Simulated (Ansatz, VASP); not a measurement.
**ScPt: VASP beside Ansatz**

The input INCAR:

```
  PREC = Accurate
  ENCUT = 520
  EDIFF = 1E-6
  ISMEAR = -1
  SIGMA = 0.05
  LREAL = F
  LASPH = T
  NELM = 80
  ALGO = Normal
  ISIF = 2
  LWAVE = F
  LCHARG = T
  LELF = T
  LVHAR = T
  NBANDS = 18
```

Contents of KPOINTS:

```
Automatic mesh
0
Gamma
  10 10 10
```

POSCAR

```
ScPt
1.0
    3.2700000000      0.0000000000      0.0000000000
    0.0000000000      3.2700000000      0.0000000000
    0.0000000000      0.0000000000      3.3027000000
Sc Pt
1 1
Direct
    0.5000000000      0.5000000000      0.5000000000
    0.0000000000      0.0000000000      0.0000000000
```

Input for Ansatz:

```yaml
crystal:
  lattice:
    - [3.27, 0.0, 0.0]
    - [0.0, 3.27, 0.0]
    - [0.0, 0.0, 3.3027]
  atoms:
    - { symbol: Sc, position: [0.5, 0.5, 0.5] }
    - { symbol: Pt, position: [0.0, 0.0, 0.0] }
kpoints:
  mp_grid: { grid: [10, 10, 10] }
  band_path:
    path:
      - [0.0, 0.0, 0.0]
      - [0.0, 0.5, 0.0]
      - [0.5, 0.5, 0.0]
      - [0.0, 0.0, 0.0]
      - [0.0, 0.0, 0.5]
      - [0.0, 0.5, 0.5]
      - [0.5, 0.5, 0.5]
      - [0.0, 0.0, 0.5]
      - [0.0, 0.5, 0.0]
    npoints: 5
scf:
  occupations: { method: fermi_dirac, width: 0.05 }
hamiltonian:
  xc: lda
  pseudopotentials: { kind: all_electron, lapw: { basis_error: 0.00025 } }
output:
  forces: true
  stress: true
  eigenvalues: true
```

Change from the starting cell: zz strain of +1 %.

Alike in both runs: task single point; functional LDA; k mesh 10 × 10 × 10; occupations fermi-dirac, width 0.05 eV; no spin polarisation.

|  | VASP | Ansatz |
| --- | --- | --- |
| version | VASP 6.6.1 | Ansatz 0.2.0 |
| potentials or method | VASP PAW LDA potentials, release 64 (Sc_sv, Pt), cutoff 520 eV | all-electron LAPW, scalar-relativistic |

Ansatz gave:

```
pressure (GPa) : -6.8
```

What did VASP give for the same quantities?

Pressure (GPa): -6.2.

LDA's correlation is that of Perdew and Zunger in VASP and of Perdew and Wang (1992) in Ansatz. Ansatz ran all-electron here, and VASP with PAW potentials.

Spin-orbit coupling is off throughout.
